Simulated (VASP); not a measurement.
The system is LiCl.

```
CELL_PARAMETERS angstrom
0.00000 2.55604 2.55604
2.55604 0.00000 2.55604
2.55604 2.55604 0.00000
ATOMIC_POSITIONS crystal
Li 0.00000 0.00000 0.00000
Cl 0.50000 0.50000 0.50000
```

Base run:

| Quantity | Value |
| --- | --- |
| Program | VASP 6.6.1 |
| Functional | LDA |
| Potentials or basis | VASP PAW LDA potentials, release 64 (Li_sv, Cl) |
| Cutoff | 520 eV |
| k mesh | 8 × 8 × 8 |
| Occupations | gaussian, width 0.01 eV |
| Spin | no spin polarisation |

Its results: band gap on the k mesh 6.06 eV.

The run is repeated on the same cell with these changes: functional from LDA to r2SCAN; potentials or basis from VASP PAW LDA potentials, release 64 (Li_sv, Cl) to VASP PAW PBE potentials, release 64 (Li_sv, Cl). What comes out?

Band gap on the k mesh 7.36 eV.

A k mesh can miss the band edges.
